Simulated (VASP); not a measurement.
KZnF3:

```
CELL_PARAMETERS angstrom
4.05000 0.00000 0.00000
0.00000 4.05000 0.00000
0.00000 0.00000 4.05000
ATOMIC_POSITIONS crystal
K 0.00000 0.00000 0.00000
Zn 0.50000 0.50000 0.50000
F 0.50000 0.50000 0.00000
F 0.00000 0.50000 0.50000
F 0.50000 0.00000 0.50000
```

| Quantity | Value |
| --- | --- |
| Program | VASP 6.6.1 |
| Task | relaxation of cell and atoms |
| Functional | PBE |
| Potentials or basis | VASP PAW PBE potentials, release 64 (K_sv, Zn, F) |
| Cutoff | 600 eV |
| k mesh | 4 × 4 × 4 |
| Occupations | gaussian, width 0.01 eV |
| Spin | no spin polarisation |

At the start: pressure 4.6 GPa; volume 13.29 Å³/atom.

Where does the relaxation end?

Over 3 steps the energy falls by 11.6 meV/atom and the volume is 14.10 Å³/atom (+6.1 %); space group Pm-3m (No. 221, to 0.1 Å) before and after.

The path:
| step | energy change (eV) | largest force (eV/Å) | pressure (GPa) | volume (Å³) |
| --- | --- | --- | --- | --- |
| 1 | 0.0000 | 0.0000 | 4.57 | 66.43 |
| 2 | -0.0575 | 0.0000 | 0.39 | 70.14 |
| 3 | -0.0580 | 0.0000 | 0.02 | 70.49 |

Final structure:
```cif
data_structure
_symmetry_space_group_name_H-M 'P 1'
_symmetry_Int_Tables_number 1
_cell_length_a 4.1308
_cell_length_b 4.1308
_cell_length_c 4.1308
_cell_angle_alpha 90.000
_cell_angle_beta 90.000
_cell_angle_gamma 90.000
_cell_volume 70.49
loop_
_atom_site_label
_atom_site_type_symbol
_atom_site_fract_x
_atom_site_fract_y
_atom_site_fract_z
_atom_site_occupancy
K1 K 0.00000 0.00000 0.00000 1
Zn1 Zn 0.50000 0.50000 0.50000 1
F1 F 0.50000 0.50000 0.00000 1
F2 F 0.00000 0.50000 0.50000 1
F3 F 0.50000 0.00000 0.50000 1
```
